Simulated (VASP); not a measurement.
# AlNi (Cmmm) in VASP: a series of runs, part 2 of 3

VASP 6.6.1.

**4. Single point, LDA, collinear spin, ferromagnetic start**

This run uses another cell than the first one, of 11.50 Å³/atom.

Contents of INCAR:

```
PREC = Accurate
ENCUT = 520
EDIFF = 1E-7
ISMEAR = -1
SIGMA = 0.05
LREAL = F
LASPH = T
NELM = 150
ALGO = Normal
ISIF = 2
LWAVE = F
LCHARG = F
ISPIN = 2
MAGMOM = 1 0
LORBIT = 11
LMAXMIX = 4
NBANDS = 18
```

Contents of KPOINTS:

```
Automatic mesh
0
Gamma
  10 10 9
```

Contents of POSCAR:

```
AlNi
1.0
    1.9256822388     -1.9400810963      0.0000000000
    1.9256822388      1.9400810963      0.0000000000
    0.0000000000      0.0000000000      3.0786278706
Ni Al
1 1
Direct
    0.5000000000      0.5000000000      0.5000000000
    0.0000000000      0.0000000000      0.0000000000
```

Potentials or basis: VASP PAW LDA potentials, release 64 (Ni, Al).

Command:

```bash
cat potpaw_LDA.64/Ni/POTCAR potpaw_LDA.64/Al/POTCAR > POTCAR
mpirun -np 1 vasp_std > vasp.out
```

OUTCAR:

```text
PREC = Accurate
   ENCUT = 520
   EDIFF = 1E-7
   ISMEAR = -1
   LREAL = F
   LASPH = T
   NELM = 150
   ISIF = 2
   ISPIN = 2
   LORBIT = 11

 ion  position               nearest neighbor table
   1  0.500  0.500  0.500-   2 2.47   2 2.47   2 2.47   2 2.47   2 2.48   2 2.48   2 2.48   2 2.48

   2  0.000  0.000  0.000-   1 2.47   1 2.47   1 2.47   1 2.47   1 2.48   1 2.48   1 2.48   1 2.48

  LATTYP: Found a base centered orthorhombic cell.
 ALAT       =     3.8513644776
 B/A-ratio  =     1.0074772760
 C/A-ratio  =     0.7993603017

  Lattice vectors:

 A1 = (   1.9256822388,  -1.9400810963,   0.0000000000)
 A2 = (   1.9256822388,   1.9400810963,   0.0000000000)
 A3 = (   0.0000000000,   0.0000000000,   3.0786278706)

Analysis of symmetry for initial positions (statically):
=====================================================================
 Subroutine PRICEL returns:
 Original cell was already a primitive cell.

 Routine SETGRP: Setting up the symmetry group for a
 base centered orthorhombic supercell.

 Subroutine GETGRP returns: Found  8 space group operations
 (whereof  8 operations were pure point group operations)
 out of a pool of  8 trial point group operations.

The static configuration has the point symmetry D_2h.

Analysis of symmetry for dynamics (positions and initial velocities):
=====================================================================
 Subroutine PRICEL returns:
 Original cell was already a primitive cell.

 Routine SETGRP: Setting up the symmetry group for a
 base centered orthorhombic supercell.

 Subroutine GETGRP returns: Found  8 space group operations
 (whereof  8 operations were pure point group operations)
 out of a pool of  8 trial point group operations.

The dynamic configuration has the point symmetry D_2h.

[... 150 lines left out ...]

 number of electron      13.0000021 magnetization       0.0000460

 Free energy of the ion-electron system (eV)
  ---------------------------------------------------
  ext. energy  EPLUGINS =         0.00000000
  ---------------------------------------------------
  free energy    TOTEN  =       -12.15350245 eV

  energy without entropy =      -12.14643004  energy(sigma->0) =      -12.14996625

 E-fermi :  10.2630     XC(G=0): -12.4898

 val. band max:       10.2589448508   @ k =  -0.4000   0.2000   0.1111
 cond. band min:      10.2726644218   @ k =   0.0000   0.0000   0.2222
 fundamental gap:      0.0137195710
 Fermi energy:        10.2630310220

 spin component 1

 k-point     1 :       0.0000    0.0000    0.0000
  band No.  band energies     occupation
      1      -1.1091      1.00000
      2       6.7415      1.00000
      3       6.8773      1.00000
      4       8.5438      1.00000
      5       8.5638      1.00000
      6       8.8747      1.00000
[... 493 lines left out ...]
     17      33.6008      0.00000
     18      34.7048      0.00000

 [... further k-points ...]

 spin component 2

 k-point     1 :       0.0000    0.0000    0.0000
  band No.  band energies     occupation
      1      -1.1091      1.00000
      2       6.7416      1.00000
      3       6.8774      1.00000
      4       8.5439      1.00000
      5       8.5640      1.00000
      6       8.8748      1.00000
[... 493 lines left out ...]
     17      33.6008      0.00000
     18      34.7048      0.00000

 [... further k-points ...]

------------------------ aborting loop because EDIFF is reached ----------------------------------------

  FORCE on cell =-STRESS in cart. coord.  units (eV):
  Direction    XX          YY          ZZ          XY          YZ          ZX
  --------------------------------------------------------------------------------------
  -------------------------------------------------------------------------------------
  Total        0.3119070      0.0697194     -0.9118702     -0.0000000      0.0000000      0.0000000
  in kB       21.7242094      4.8559343    -63.5114351     -0.0000000      0.0000000      0.0000000
  external PRESSURE =     -12.3104305 kB  Pullay stress =       0.0000000 kB

 VOLUME and BASIS-vectors are now :
 -----------------------------------------------------------------------------
  energy-cutoff  :      520.00
  volume of cell :       23.00
      direct lattice vectors                 reciprocal lattice vectors
     1.925682239 -1.940081096  0.000000000     0.259648238 -0.257721185  0.000000000
     1.925682239  1.940081096  0.000000000     0.259648238  0.257721185  0.000000000
     0.000000000  0.000000000  3.078627871     0.000000000  0.000000000  0.324820031

 POSITION                                       TOTAL-FORCE (eV/Angst)
 -----------------------------------------------------------------------------------
      1.92568      0.00000      1.53931         0.000000      0.000000      0.000000
      0.00000      0.00000      0.00000        -0.000000     -0.000000      0.000000
 -----------------------------------------------------------------------------------
    total drift:                                0.000000      0.000000      0.000000

  FREE ENERGIE OF THE ION-ELECTRON SYSTEM (eV)
  ---------------------------------------------------
  free  energy   TOTEN  =       -12.1535024530 eV

  energy  without entropy=      -12.1464300423  energy(sigma->0) =      -12.14996625

 total charge

# of ion       s       p       d       tot
------------------------------------------
    1        0.500   0.550   8.507   9.557
    2        0.395   0.438   0.000   0.833
--------------------------------------------------
tot          0.895   0.988   8.507  10.390

 magnetization (x)

# of ion       s       p       d       tot
------------------------------------------
    1        0.000   0.000   0.000   0.000
    2       -0.000  -0.000   0.000  -0.000
--------------------------------------------------
tot          0.000  -0.000   0.000   0.000
```

Wall time 2.9 min (1 thread of Intel Xeon 8259CL, shared host); peak memory 0.2 GiB.

What came out:

```
Free energy                                           : -12.1535 eV
Pressure                                              : -1.2 GPa
Net moment                                            : 0.00 μB per cell
Valence electrons inside the program's atomic spheres : Ni 9.56; Al 0.83
```

Stress tensor (GPa, compression positive):
```
 2.17  0.00  0.00
 0.00  0.49  0.00
 0.00  0.00 -6.35
```

Caveat: the stress differs along the axes, from -6 to 2 GPa; the moments typed at the start vanished in this run.

**5. Single point, LDA, collinear spin, ferromagnetic start**

This run uses another cell than the first one, of 11.74 Å³/atom.

Contents of INCAR:

```
PREC     = Accurate       # precision mode
ENCUT    = 520            # plane-wave cutoff, eV
EDIFF    = 1E-7           # SCF threshold, eV
ISMEAR   = -1             # smearing method
SIGMA    = 0.05           # smearing width, eV
LREAL    = False          # projectors in reciprocal space
LASPH    = True           # aspherical terms in the spheres
NELM     = 150            # most SCF steps
ALGO     = Normal         # electronic algorithm
ISIF     = 2              # what is computed and relaxed
LWAVE    = False          # write WAVECAR
LCHARG   = False          # write CHGCAR
ISPIN    = 2              # spin polarisation
MAGMOM   = 1 0            # initial moments
LORBIT   = 11             # projections on sites
LMAXMIX  = 4              # l up to which the mixer works
NBANDS   = 18             # bands
```

Contents of KPOINTS:

```
regular mesh
0
Gamma
  10 10 9
```

Contents of POSCAR:

```
AlNi
1.0
    1.9386940000     -1.9531901500      0.0000000000
    1.9386940000      1.9531901500      0.0000000000
    0.0000000000      0.0000000000      3.0994300413
Ni Al
1 1
Direct
    0.5000000000      0.5000000000      0.5000000000
    0.0000000000      0.0000000000      0.0000000000
```

Potentials or basis: VASP PAW LDA potentials, release 64 (Ni, Al).

Command:

```bash
cat potpaw_LDA.64/Ni/POTCAR potpaw_LDA.64/Al/POTCAR > POTCAR
mpirun -np 1 vasp_std > vasp.out
```

OUTCAR:

```text
PREC = Accurate
   ENCUT = 520
   EDIFF = 1E-7
   ISMEAR = -1
   LREAL = False
   LASPH = True
   NELM = 150
   ISIF = 2
   ISPIN = 2
   LORBIT = 11

 ion  position               nearest neighbor table
   1  0.500  0.500  0.500-   2 2.48   2 2.48   2 2.48   2 2.48   2 2.49   2 2.49   2 2.49   2 2.49

   2  0.000  0.000  0.000-   1 2.48   1 2.48   1 2.48   1 2.48   1 2.49   1 2.49   1 2.49   1 2.49

  LATTYP: Found a base centered orthorhombic cell.
 ALAT       =     3.8773880000
 B/A-ratio  =     1.0074772759
 C/A-ratio  =     0.7993603017

  Lattice vectors:

 A1 = (   1.9386940000,  -1.9531901500,   0.0000000000)
 A2 = (   1.9386940000,   1.9531901500,   0.0000000000)
 A3 = (   0.0000000000,   0.0000000000,   3.0994300413)

Analysis of symmetry for initial positions (statically):
=====================================================================
 Subroutine PRICEL returns:
 Original cell was already a primitive cell.

 Routine SETGRP: Setting up the symmetry group for a
 base centered orthorhombic supercell.

 Subroutine GETGRP returns: Found  8 space group operations
 (whereof  8 operations were pure point group operations)
 out of a pool of  8 trial point group operations.

The static configuration has the point symmetry D_2h.

Analysis of symmetry for dynamics (positions and initial velocities):
=====================================================================
 Subroutine PRICEL returns:
 Original cell was already a primitive cell.

 Routine SETGRP: Setting up the symmetry group for a
 base centered orthorhombic supercell.

 Subroutine GETGRP returns: Found  8 space group operations
 (whereof  8 operations were pure point group operations)
 out of a pool of  8 trial point group operations.

The dynamic configuration has the point symmetry D_2h.

Analysis of structural, dynamic, and magnetic symmetry:
=====================================================================
 Subroutine PRICEL returns:
 Original cell was already a primitive cell.

 Routine SETGRP: Setting up the symmetry group for a
 base centered orthorhombic supercell.

 Subroutine GETGRP returns: Found  8 space group operations
 (whereof  8 operations were pure point group operations)
 out of a pool of  8 trial point group operations.

The overall configuration has the point symmetry D_2h.

 Subroutine INISYM returns: Found  8 space group operations
 (whereof  8 operations are pure point group operations),
 and found     1 'primitive' translations

----------------------------------------------------------------------------------------

                                     Primitive cell

  volume of cell :      23.4728

  direct lattice vectors                    reciprocal lattice vectors
     1.938694000 -1.953190150  0.000000000     0.257905580 -0.255991461  0.000000000
     1.938694000  1.953190150  0.000000000     0.257905580  0.255991461  0.000000000
     0.000000000  0.000000000  3.099430041     0.000000000  0.000000000  0.322639965

  length of vectors
     2.751996764  2.751996764  3.099430041     0.363382603  0.363382603  0.322639965

  position of ions in fractional coordinates (direct lattice)
     0.500000000  0.500000000  0.500000000
     0.000000000  0.000000000  0.000000000

  ion indices of the primitive-cell ions
   primitive index   ion index
                 1           1
                 2           2

[... 66 lines left out ...]
   LNONCOLLINEAR =      F non collinear calculations
   LSORBIT =      F    spin-orbit coupling
   LASPH  =      T    aspherical Exc in radial PAW
   ENCUT  =  520.0 eV  38.22 Ry    6.18 a.u.   5.12  5.12  5.76*2*pi/ulx,y,z
   NELM   =    150;   NELMIN=  2; NELMDL= -5     # of ELM steps
   EDIFF  = 0.1E-06   stopping-criterion for ELM
   LREAL  =      F    real-space projection
   EDIFFG = 0.1E-05   stopping-criterion for IOM
   NSW    =      0    number of steps for IOM
   IBRION =     -1    ionic relax: 0-MD 1-quasi-New 2-CG
   NFREE  =      0    steps in history (QN), initial steepest desc. (CG)
   ISIF   =      2    stress and relaxation
   ISYM   =      2    0-nonsym 1-usesym 2-fastsym
   POTIM  = 0.5000    time-step for ionic-motion
   TEBEG  =    0.0;   TEEND  =   0.0 temperature during run
   PSTRESS=    0.0 pullay stress
   NELECT =      13.0000    total number of electrons
   NUPDOWN=      -1.0000    fix difference up-down
   EMIN   =  10.00;   EMAX   =-10.00  energy-range for DOS
   EFERMI =   0.00;   METHOD = LEGACY
   ISMEAR =    -1;   SIGMA  =   0.05  broadening in eV -4-tet -1-fermi 0-gaus
   EFERMI_NEDOS =   21; number of points for ismear=-14 and -15
   IALGO  =     38    algorithm
   IMIX   =      4    mixing-type and parameters
     AMIX     =   0.40;   BMIX     =  1.00
     AMIX_MAG =   1.60;   BMIX_MAG =  1.00
  volume/ion in A,a.u.               =      11.74        79.20
  Fermi-wavevector in a.u.,A,eV,Ry     =   1.344417  2.540580 24.591955  1.807458
  Thomas-Fermi vector in A             =   2.472413
   LORBIT       =     11    0 simple, 1 ext, 2 COOP (PROOUT), +10 PAW based schemes
   GGA     = CA    functional components
   LHFCALC =     F    Hartree Fock is set to
   AEXX    =    0.0000 exact exchange contribution
   IVDW    =     0    specifies the selected vdW correction
   LEPSILON=     F    determine dielectric tensor
   LRPA    =     F    only Hartree local field effects (RPA)
 spin polarized calculation
  energy-cutoff  :      520.00
  volume of cell :       23.47
 maximum number of plane-waves:       646
   NGX = 11   NGY = 11   NGZ = 11

 number of electron      13.0000022 magnetization      -0.0010293

 number of electron      13.0000022 magnetization       0.0000394

 Free energy of the ion-electron system (eV)
  ---------------------------------------------------
  ext. energy  EPLUGINS =         0.00000000
  ---------------------------------------------------
  free energy    TOTEN  =       -12.14484985 eV

  energy without entropy =      -12.13767822  energy(sigma->0) =      -12.14126404

 E-fermi :   9.9866     XC(G=0): -12.3906

 val. band max:        9.9782742194   @ k =  -0.4000   0.2000   0.1111
 cond. band min:       9.9874370091   @ k =   0.0000   0.0000   0.2222
 fundamental gap:      0.0091627897
 Fermi energy:         9.9865531042

 spin component 1

 k-point     1 :       0.0000    0.0000    0.0000
  band No.  band energies     occupation
      1      -1.2339      1.00000
      2       6.5708      1.00000
      3       6.7020      1.00000
      4       8.3144      1.00000
      5       8.3340      1.00000
      6       8.6371      1.00000
[... 493 lines left out ...]
     17      33.0393      0.00000
     18      34.0620      0.00000

 [... further k-points ...]

 spin component 2

 k-point     1 :       0.0000    0.0000    0.0000
  band No.  band energies     occupation
      1      -1.2339      1.00000
      2       6.5709      1.00000
      3       6.7021      1.00000
      4       8.3146      1.00000
      5       8.3341      1.00000
      6       8.6373      1.00000
[... 493 lines left out ...]
     17      33.0393      0.00000
     18      34.0620      0.00000

 [... further k-points ...]

------------------------ aborting loop because EDIFF is reached ----------------------------------------

  FORCE on cell =-STRESS in cart. coord.  units (eV):
  Direction    XX          YY          ZZ          XY          YZ          ZX
  --------------------------------------------------------------------------------------
  -------------------------------------------------------------------------------------
  Total       -0.2149448     -0.4479532     -1.3983877      0.0000000      0.0000000      0.0000000
  in kB      -14.6714140    -30.5757859    -95.4492588      0.0000000      0.0000000      0.0000000
  external PRESSURE =     -46.8988196 kB  Pullay stress =       0.0000000 kB

 VOLUME and BASIS-vectors are now :
 -----------------------------------------------------------------------------
  energy-cutoff  :      520.00
  volume of cell :       23.47
      direct lattice vectors                 reciprocal lattice vectors
     1.938694000 -1.953190150  0.000000000     0.257905580 -0.255991461  0.000000000
     1.938694000  1.953190150  0.000000000     0.257905580  0.255991461  0.000000000
     0.000000000  0.000000000  3.099430041     0.000000000  0.000000000  0.322639965

 POSITION                                       TOTAL-FORCE (eV/Angst)
 -----------------------------------------------------------------------------------
      1.93869      0.00000      1.54972         0.000000      0.000000      0.000000
      0.00000      0.00000      0.00000        -0.000000     -0.000000      0.000000
 -----------------------------------------------------------------------------------
    total drift:                                0.000000      0.000000      0.000000

  FREE ENERGIE OF THE ION-ELECTRON SYSTEM (eV)
  ---------------------------------------------------
  free  energy   TOTEN  =       -12.1448498542 eV

  energy  without entropy=      -12.1376782193  energy(sigma->0) =      -12.14126404

 total charge

# of ion       s       p       d       tot
------------------------------------------
    1        0.491   0.532   8.497   9.520
    2        0.393   0.429   0.000   0.822
--------------------------------------------------
tot          0.884   0.960   8.497  10.342

 magnetization (x)

# of ion       s       p       d       tot
------------------------------------------
    1        0.000   0.000   0.000   0.000
    2       -0.000  -0.000   0.000  -0.000
--------------------------------------------------
tot          0.000  -0.000   0.000   0.000
```

It took 2.4 min on 1 thread of Intel Xeon 8259CL, shared host; peak memory 0.21 GiB.

What came out:

```
Free energy                                           : -12.1448 eV
Pressure                                              : -4.7 GPa
Net moment                                            : 0.00 μB per cell
Valence electrons inside the program's atomic spheres : Ni 9.52; Al 0.82
```

Caveat: the stress differs along the axes, from -10 to -1 GPa; the moments typed at the start vanished in this run.

[end of part 2 of 3]
